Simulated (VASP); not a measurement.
# MgO (Cm) in VASP: notebook, part 2 of 2

VASP 6.6.1. Earlier steps stand in the parts before.

### 3 Single point, PBE (atom 2 (O) moved by (-0.600, -0.300) A along [1 1 0] and z)

INCAR

```
SYSTEM = MgO
ALGO = Normal
EDIFF = 1E-6
ENCUT = 520
GGA = PE
ISIF = 2
ISMEAR = 0
LASPH = .TRUE.
LCHARG = .TRUE.
LELF = .TRUE.
LREAL = .FALSE.
LVHAR = .TRUE.
LWAVE = .FALSE.
NBANDS = 11
NELM = 60
PREC = Accurate
SIGMA = 0.05
```

KPOINTS

```
k-points
0
G
  10 10 10
  0 0 0
```

POSCAR

```
MgO
1.0
    0.0000000000      2.1351500000      2.1351500000
    2.1351500000      0.0000000000      2.1351500000
    2.1351500000      2.1351500000      0.0000000000
Mg O
1 1
Direct
    0.0000000000      0.0000000000      0.0000000000
    0.4297473245      0.4297473245      0.3715481026
```

Potentials or basis: VASP PAW PBE potentials, release 64 (Mg, O).

Launch:

```console
> cat potpaw_PBE.64/Mg/POTCAR potpaw_PBE.64/O/POTCAR > POTCAR
> mpirun -np 1 vasp_std > vasp.out
```

OUTCAR:

```text
SYSTEM = MgO
   EDIFF = 1E-6
   ENCUT = 520
   GGA = PE
   ISIF = 2
   ISMEAR = 0
   LASPH = .TRUE.
   LREAL = .FALSE.
   NELM = 60
   PREC = Accurate

 ion  position               nearest neighbor table
   1  0.000  0.000  0.000-   2 1.79   2 1.79   2 1.93   2 2.51   2 2.61   2 2.61
   2  0.430  0.430  0.372-   1 1.79   1 1.79   1 1.93   1 2.51   1 2.61   1 2.61

  LATTYP: Found a face centered cubic cell.
 ALAT       =     4.2703000000

  Lattice vectors:

 A1 = (   0.0000000000,   2.1351500000,   2.1351500000)
 A2 = (   2.1351500000,   0.0000000000,   2.1351500000)
 A3 = (   2.1351500000,   2.1351500000,   0.0000000000)

Analysis of symmetry for initial positions (statically):
=====================================================================
 Subroutine PRICEL returns:
 Original cell was already a primitive cell.

 Routine SETGRP: Setting up the symmetry group for a
 face centered cubic supercell.

 Subroutine GETGRP returns: Found  2 space group operations
 (whereof  2 operations were pure point group operations)
 out of a pool of 48 trial point group operations.

The static configuration has the point symmetry C_1h.

Analysis of symmetry for dynamics (positions and initial velocities):
[... 163 lines left out ...]
 fundamental gap:      3.9311333760
 Fermi energy:         3.1348631541

 k-point     1 :       0.0000    0.0000    0.0000
  band No.  band energies     occupation
      1     -14.3611      2.00000
      2       2.2038      2.00000
      3       2.3148      2.00000
      4       2.8689      2.00000
      5       6.8001      0.00000
      6      18.7131      0.00000
      7      19.2310      0.00000
      8      20.9570      0.00000
      9      21.3137      0.00000
     10      24.1694      0.00000
     11      24.3052      0.00000
[... 309 lines left out ...]
 k-point    24 :       0.1000   -0.1000   -0.1000
  band No.  band energies     occupation
      1     -14.0376      2.00000
      2       0.8415      2.00000
      3       2.0908      2.00000
      4       2.6971      2.00000
      5       8.4481      0.00000
      6      15.7026      0.00000
      7      19.0184      0.00000
      8      19.3734      0.00000
      9      23.1739      0.00000
     10      24.7796      0.00000
     11      25.2710      0.00000

 [... further k-points ...]
[... 5 lines left out ...]
  --------------------------------------------------------------------------------------
  -------------------------------------------------------------------------------------
  Total        4.7885391      4.7885391      1.4999617     -1.8646962     -0.8087837     -0.8087835
  in kB      394.0927593    394.0927593    123.4455945   -153.4629348    -66.5622236    -66.5622023
  external PRESSURE =     303.8770377 kB  Pullay stress =       0.0000000 kB

 VOLUME and BASIS-vectors are now :
 -----------------------------------------------------------------------------
  energy-cutoff  :      520.00
  volume of cell :       19.47
      direct lattice vectors                 reciprocal lattice vectors
     0.000000000  2.135150000  2.135150000    -0.234175585  0.234175585  0.234175585
     2.135150000  0.000000000  2.135150000     0.234175585 -0.234175585  0.234175585
     2.135150000  2.135150000  0.000000000     0.234175585  0.234175585 -0.234175585

 POSITION                                       TOTAL-FORCE (eV/Angst)
 -----------------------------------------------------------------------------------
      0.00000      0.00000      0.00000        -2.042184     -2.042184     -0.097927
      1.71089      1.71089      1.83515         2.042184      2.042184      0.097927
 -----------------------------------------------------------------------------------
    total drift:                                0.001091      0.001091      0.000628

  FREE ENERGIE OF THE ION-ELECTRON SYSTEM (eV)
  ---------------------------------------------------
  free  energy   TOTEN  =       -10.9396632129 eV

  energy  without entropy=      -10.9396632129  energy(sigma->0) =      -10.93966321
```

OSZICAR:

```text
N       E                     dE             d eps       ncg     rms          rms(c)
DAV:   1     0.148422261058E+02    0.14842E+02   -0.46184E+03  7036   0.644E+02
DAV:   2    -0.125204166957E+02   -0.27363E+02   -0.26761E+02  7144   0.138E+02
DAV:   3    -0.130990648143E+02   -0.57865E+00   -0.57834E+00  7612   0.179E+01
DAV:   4    -0.131005707709E+02   -0.15060E-02   -0.15059E-02  6789   0.104E+00
DAV:   5    -0.131005762137E+02   -0.54428E-05   -0.54428E-05  7500   0.601E-02    0.843E+00
DAV:   6    -0.109739958105E+02    0.21266E+01   -0.11957E+01  6984   0.189E+01    0.244E+00
DAV:   7    -0.109506194877E+02    0.23376E-01   -0.65035E-02  6918   0.223E+00    0.148E+00
DAV:   8    -0.109402557582E+02    0.10364E-01   -0.36636E-02  6546   0.211E+00    0.264E-01
DAV:   9    -0.109395347335E+02    0.72102E-03   -0.38323E-03  7404   0.438E-01    0.742E-02
DAV:  10    -0.109396625305E+02   -0.12780E-03   -0.38405E-04  6837   0.144E-01    0.229E-02
DAV:  11    -0.109396641801E+02   -0.16497E-05   -0.22674E-05  7481   0.364E-02    0.156E-02
DAV:  12    -0.109396632129E+02    0.96722E-06   -0.83914E-06  6723   0.222E-02
   1 F= -.10939663E+02 E0= -.10939663E+02  d E =-.146320E-16
```

It took 47 s on 1 thread of AMD EPYC 7R43 (Zen 3), shared host; peak memory 0.15 GiB.

Results:

```
Free energy            : -10.9397 eV
Pressure               : 30.4 GPa
Largest force          : 2.890 eV/Å
Band gap on the k mesh : 3.93 eV, direct
```

Forces on the atoms (eV/Å):
```
Mg  -2.042 -2.042 -0.098
O    2.042  2.042  0.098
```

Caveat: the cell differs from its parent crystal (atom 2 (O) moved by (-0.600, -0.300) A along [1 1 0] and z); forces of over 1 eV/Å act on the atoms, so gaps and moduli don't describe the material at rest.

### 4 Single point, PBE (atom 2 (O) moved by (-0.300, -0.300) A along [1 1 0] and z)

INCAR

```
SYSTEM = MgO
PREC     = Accurate       ! precision mode
ENCUT    = 520            ! plane-wave cutoff, eV
EDIFF    = 1E-6           ! SCF threshold, eV
ISMEAR   = 0              ! smearing method
SIGMA    = 0.05           ! smearing width, eV
LREAL    = .FALSE.        ! projectors in reciprocal space
LASPH    = .TRUE.         ! aspherical terms in the spheres
NELM     = 60             ! most SCF steps
ALGO     = Normal         ! electronic algorithm
ISIF     = 2              ! what is computed and relaxed
LWAVE    = .FALSE.        ! write WAVECAR
LCHARG   = .TRUE.         ! write CHGCAR
GGA      = PE             ! functional
LELF     = .TRUE.         ! ELF
LVHAR    = .TRUE.       
NBANDS   = 11             ! bands
```

KPOINTS

```
Automatic mesh
0
G
  10 10 10
  0 0 0
```

Changes to POSCAR since step 3:

```diff
@@ -9,2 +9,2 @@
     0.0000000000      0.0000000000      0.0000000000
-    0.4297473245      0.4297473245      0.3715481026
+    0.4297473245      0.4297473245      0.4709003890
```

Launch:

```console
> cat potpaw_PBE.64/Mg/POTCAR potpaw_PBE.64/O/POTCAR > POTCAR
> mpirun -np 1 vasp_std > vasp.out
```

Run time: 46 s. Hardware: 1 thread of AMD EPYC 7R43 (Zen 3), shared host; peak memory 0.16 GiB.

The run converged. Its results:

```
Free energy            : -11.4991 eV
Pressure               : 12.1 GPa
Largest force          : 2.018 eV/Å
Band gap on the k mesh : 4.19 eV, direct
```

Forces on the atoms (eV/Å):
```
Mg  -0.704 -0.704 -1.755
O    0.704  0.704  1.755
```

Stress tensor (GPa, compression positive):
```
 7.15 -1.80 -3.76
-1.80  7.15 -3.76
-3.76 -3.76 21.97
```

Levels at points of the mesh, in eV from the valence-band top:
```csv
k point,band 1,band 2,band 3,band 4,band 5,band 6,band 7,band 8
"(0.00, 0.00, 0.00)",-17.11,-0.30,-0.24,0.00,4.19,15.70,15.90,16.74
"(0.50, 0.00, 0.00)",-15.98,-4.43,-0.76,-0.43,7.59,11.40,15.56,16.61
"(0.00, 0.00, 0.50)",-15.98,-4.43,-0.69,-0.43,7.53,11.35,15.53,16.64
"(0.50, 0.50, 0.50)",-15.98,-4.39,-0.85,-0.78,8.01,11.85,15.93,15.97
"(0.50, 0.50, 0.00)",-15.73,-3.82,-1.40,-1.30,8.69,9.38,12.70,18.22
"(0.00, 0.50, 0.50)",-15.72,-3.87,-1.45,-1.30,8.71,9.53,12.73,18.07
```

Caveat: the cell differs from its parent crystal (atom 2 (O) moved by (-0.300, -0.300) A along [1 1 0] and z); forces of over 1 eV/Å act on the atoms, so gaps and moduli don't describe the material at rest.
